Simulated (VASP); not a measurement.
## TiO: single point with r2SCAN

TiO:

```
CELL_PARAMETERS angstrom
2.88325 0.00000 0.00000
-1.44162 2.49697 0.00000
0.00000 0.00000 5.64401
ATOMIC_POSITIONS crystal
Ti 0.33333 0.66667 0.25000
Ti 0.66667 0.33333 0.75000
O 0.00000 0.00000 0.00000
O 0.00000 0.00000 0.50000
```

```yaml
Program: VASP 6.6.1
Task: single point
Functional: r2SCAN
Potentials_or_basis: VASP PAW PBE potentials, release 64 (Ti_sv, O)
Cutoff: 520 eV
k_mesh: 18 × 18 × 8
Occupations: gaussian, width 0.1 eV
Spin: no spin polarisation
```

* Pressure: -11.3 GPa
* Band gap on the k mesh: zero (filled and empty bands touch)

Stress tensor (GPa, compression positive):
```
-11.47   0.00   0.00
  0.00 -11.47   0.00
  0.00   0.00 -11.10
```

Levels at points of the mesh, in eV from the Fermi level:
```csv
k point,band 15,band 16,band 17,band 18,band 19,band 20,band 21,band 22
"(0.00, 0.00, 0.00)",-5.45,-5.45,-2.03,-0.06,-0.06,-0.03,1.15,1.15
"(0.50, 0.00, 0.00)",-5.97,-5.65,-2.65,-0.11,0.98,1.71,1.98,2.31
"(0.00, 0.00, 0.50)",-5.71,-5.71,-0.63,-0.63,0.75,0.75,0.75,0.75
"(0.50, 0.00, 0.50)",-6.22,-6.22,-1.34,-1.34,2.03,2.03,2.25,2.25
```

Run time: 19 min on 1 thread of Intel Xeon 8259CL (shared host), peak memory 0.3 GiB.

Caveat: the cell stands under tension; the PAW data sets were made with another functional, which shifts forces and pressure a little; semilocal functionals often make such compounds metallic where correlation or magnetic order opens a gap, which also shifts bond lengths.
